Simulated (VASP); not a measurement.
# ZnS (F-43m) in VASP: phonons with r2SCAN

Aim: the phonons of ZnS with r2SCAN.

Everything below comes from runs of VASP 6.6.1. Logs are shortened: lines on timing, memory, paths and dates and some standing lists are left out, and cuts for length are marked.

## (1) The cell of the first run

Symmetry: F-43m, No. 216, cubic system. Conventional cell: a = 5.391 Å, b = 5.391 Å, c = 5.391 Å, α = 90.00°, β = 90.00°, γ = 90.00°. Within 3.1 Å of Zn (site symmetry -43m) lie 4 S at 2.33 Å. S (site symmetry -43m) has 4 Zn at 2.33 Å within 3.1 Å.

## (2) Phonons, r2SCAN

INCAR

```
PREC = Accurate
ENCUT = 520
EDIFF = 1E-8
ISMEAR = 0
SIGMA = 0.01
LREAL = F
LASPH = T
NELM = 100
ALGO = Normal
ISIF = 2
LWAVE = F
LCHARG = T
METAGGA = R2SCAN
LMIXTAU = T
IBRION = 6
NFREE = 2
POTIM = 0.015
NSW = 1
```

KPOINTS

```
regular mesh
0
Gamma
  8 8 8
```

POSCAR

```
ZnS
1.0
    0.0000000000      2.6952604459      2.6952604459
    2.6952604459      0.0000000000      2.6952604459
    2.6952604459      2.6952604459      0.0000000000
Zn S
1 1
Direct
    0.0000000000      0.0000000000      0.0000000000
    0.7500000000      0.7500000000      0.7500000000
```

Potentials or basis: VASP PAW PBE potentials, release 64 (Zn, S).

Command:

```bash
$ cat potpaw_PBE.64/Zn/POTCAR potpaw_PBE.64/S/POTCAR > POTCAR
$ mpirun -np 1 vasp_std > vasp.out
```

OUTCAR:

```text
PREC = Accurate
   ENCUT = 520
   EDIFF = 1E-8
   ISMEAR = 0
   LREAL = F
   LASPH = T
   NELM = 100
   ISIF = 2
   METAGGA = R2SCAN
   IBRION = 6
   NFREE = 2
   POTIM = 0.015
   NSW = 1

 ion  position               nearest neighbor table
   1  0.000  0.000  0.000-   2 2.33   2 2.33   2 2.33   2 2.33
   2  0.750  0.750  0.750-   1 2.33   1 2.33   1 2.33   1 2.33

  LATTYP: Found a face centered cubic cell.
 ALAT       =     5.3905208918

  Lattice vectors:

 A1 = (   0.0000000000,   2.6952604459,   2.6952604459)
 A2 = (   2.6952604459,   0.0000000000,   2.6952604459)
 A3 = (   2.6952604459,   2.6952604459,   0.0000000000)

Analysis of symmetry for initial positions (statically):
=====================================================================
 Subroutine PRICEL returns:
 Original cell was already a primitive cell.

 Routine SETGRP: Setting up the symmetry group for a
 face centered cubic supercell.

 Subroutine GETGRP returns: Found 24 space group operations
 (whereof 24 operations were pure point group operations)
 out of a pool of 48 trial point group operations.

The static configuration has the point symmetry T_d .

Analysis of symmetry for dynamics (positions and initial velocities):
=====================================================================
 Subroutine PRICEL returns:
 Original cell was already a primitive cell.

 Routine SETGRP: Setting up the symmetry group for a
 face centered cubic supercell.

 Subroutine GETGRP returns: Found 24 space group operations
 (whereof 24 operations were pure point group operations)
 out of a pool of 48 trial point group operations.

The dynamic configuration has the point symmetry T_d .

 Subroutine INISYM returns: Found 24 space group operations
 (whereof 24 operations are pure point group operations),
 and found     1 'primitive' translations

----------------------------------------------------------------------------------------

                                     Primitive cell

  volume of cell :      39.1591

  direct lattice vectors                    reciprocal lattice vectors
[... 279 lines left out ...]

 number of electron      18.0000006 magnetization

 Free energy of the ion-electron system (eV)
  ---------------------------------------------------
  ext. energy  EPLUGINS =         0.00000000
  ---------------------------------------------------
  free energy    TOTEN  =       -18.86554343 eV

  energy without entropy =      -18.86554343  energy(sigma->0) =      -18.86554343

 E-fermi :   1.9897     XC(G=0): -10.3221

 val. band max:        1.9139858251   @ k =   0.0000   0.0000   0.0000
 cond. band min:       4.6112051569   @ k =   0.0000   0.0000   0.0000
 fundamental gap:      2.6972193318
 Fermi energy:         1.9896906650

 k-point     1 :       0.0000    0.0000    0.0000
  band No.  band energies     occupation
      1     -11.8281      2.00000
      2      -4.6400      2.00000
      3      -4.6285      2.00000
      4      -4.6170      2.00000
      5      -4.0729      2.00000
      6      -4.0729      2.00000
      7       1.8879      2.00000
      8       1.9017      2.00000
      9       1.9140      2.00000
     10       4.6112      0.00000
     11       8.7915      0.00000
     12       8.7981      0.00000
     13       8.8062      0.00000
[... 354 lines left out ...]
  band No.  band energies     occupation
      1     -10.7131      2.00000
      2      -4.4908      2.00000
      3      -4.4361      2.00000
      4      -4.1335      2.00000
      5      -4.0601      2.00000
      6      -3.8007      2.00000
      7      -3.0870      2.00000
      8      -0.4951      2.00000
      9       0.3798      2.00000
     10       7.2953      0.00000
     11       8.2344      0.00000
     12      10.3208      0.00000
     13      11.5186      0.00000

 [... further k-points ...]

------------------------ aborting loop because EDIFF is reached ----------------------------------------

  FORCE on cell =-STRESS in cart. coord.  units (eV):
  Direction    XX          YY          ZZ          XY          YZ          ZX
  --------------------------------------------------------------------------------------
  -------------------------------------------------------------------------------------
  Total       -0.0064299     -0.0044424     -0.0044424      0.0000000     -0.0862503      0.0000000
  in kB       -0.2630751     -0.1817610     -0.1817610      0.0000000     -3.5288957      0.0000000
  external PRESSURE =      -0.2088657 kB  Pullay stress =       0.0000000 kB
[... 17 lines left out ...]
  FREE ENERGIE OF THE ION-ELECTRON SYSTEM (eV)
  ---------------------------------------------------
  free  energy   TOTEN  =       -18.8655434333 eV

  energy  without entropy=      -18.8655434333  energy(sigma->0) =      -18.86554343

 INTERNAL STRAIN TENSORS FROM DISPLACED ATOMS
 ============================================

 INTERNAL STRAIN TENSOR FOR ION    1 for displacements in x,y,z  (eV/Angst):
          X           Y           Z          XY          YZ          ZX
  --------------------------------------------------------------------------------
  x    -0.00000    -0.00000    -0.00000     0.00000    -5.46286     0.00000
  y    -0.00000     0.00000    -0.00000     0.00000     0.00000    -5.46286
  z    -0.00000    -0.00000     0.00000    -5.46286     0.00000     0.00000

 INTERNAL STRAIN TENSOR FOR ION    2 for displacements in x,y,z  (eV/Angst):
          X           Y           Z          XY          YZ          ZX
  --------------------------------------------------------------------------------
  x     0.00000    -0.00000    -0.00000     0.00000     5.69639     0.00000
  y    -0.00000     0.00000    -0.00000     0.00000     0.00000     5.69639
  z    -0.00000    -0.00000     0.00000     5.69639     0.00000     0.00000

 Eigenvectors and eigenvalues of the dynamical matrix
 ----------------------------------------------------

   1 f  =    8.100098 THz    50.894417 2PiTHz  270.190189 cm-1    33.499299 meV
             X         Y         Z           dx          dy          dz
      0.000000  0.000000  0.000000     0.000000    0.000000   -0.559462
      4.042891  4.042891  4.042891     0.000000    0.000000    0.828856
[... 21 lines left out ...]
   6 f/i=    0.139104 THz     0.874018 2PiTHz    4.640022 cm-1     0.575289 meV
             X         Y         Z           dx          dy          dz
      0.000000  0.000000  0.000000     0.594893    0.576546    0.026437
      4.042891  4.042891  4.042891     0.401542    0.389158    0.017845

 ELASTIC MODULI CONTR FROM IONIC RELAXATION (kBar)
 Direction    XX          YY          ZZ          XY          YZ          ZX
 --------------------------------------------------------------------------------
 XX          -0.0000      0.0000      0.0000      0.0000     -0.0000      0.0000
 YY           0.0000     -0.0000     -0.0000      0.0000      0.0000      0.0000
 ZZ           0.0000     -0.0000     -0.0000     -0.0000      0.0000      0.0000
 XY           0.0000      0.0000     -0.0000   -223.4045      0.0000     -0.0000
 YZ          -0.0000      0.0000      0.0000      0.0000   -223.4045     -0.0000
 ZX           0.0000      0.0000      0.0000     -0.0000     -0.0000   -223.4045
 --------------------------------------------------------------------------------
```

stdout:

```text
POSCAR found type information on POSCAR ZnS
 POSCAR found :  2 types and       2 ions
 scaLAPACK will be used
 -----------------------------------------------------------------------------
|                                                                             |
|                                                                             |
|     You enforced a specific xc type in the INCAR file but a different       |
|     I HOPE YOU KNOW WHAT YOU ARE DOING!                                     |
|                                                                             |
 -----------------------------------------------------------------------------

 LDA part: xc-table for (None), standard interpolation
 POSCAR, INCAR and KPOINTS ok, starting setup
 FFT: planning ... GRIDC
 FFT: planning ... GRID_SOFT
 FFT: planning ... GRID
 WAVECAR not read
 entering main loop
 Found     2 degrees of freedom:
 Finite differences POTIM= 0.01500 DOF=   2
 bond charge predicted
 Finite differences progress:
 bond charge predicted
 Finite differences progress:
 bond charge predicted
 Finite differences progress:
 bond charge predicted
 Finite differences progress:
```

It took 4.6 min on 1 thread of Intel Xeon 6975P-C (Granite Rapids), shared host; peak memory 0.23 GiB.

What came out:

```yaml
Highest_phonon_frequency_at_Γ_LO-TO_splitting_left_out: 270 cm⁻¹
```

Phonon frequencies in cm⁻¹ (negative: imaginary):
| q point | frequencies |
| --- | --- |
| (0.000, 0.000, 0.000) | -5 -5 -5 270 270 270 |

Caveat: the PAW data sets were made with another functional, which shifts forces and pressure a little.
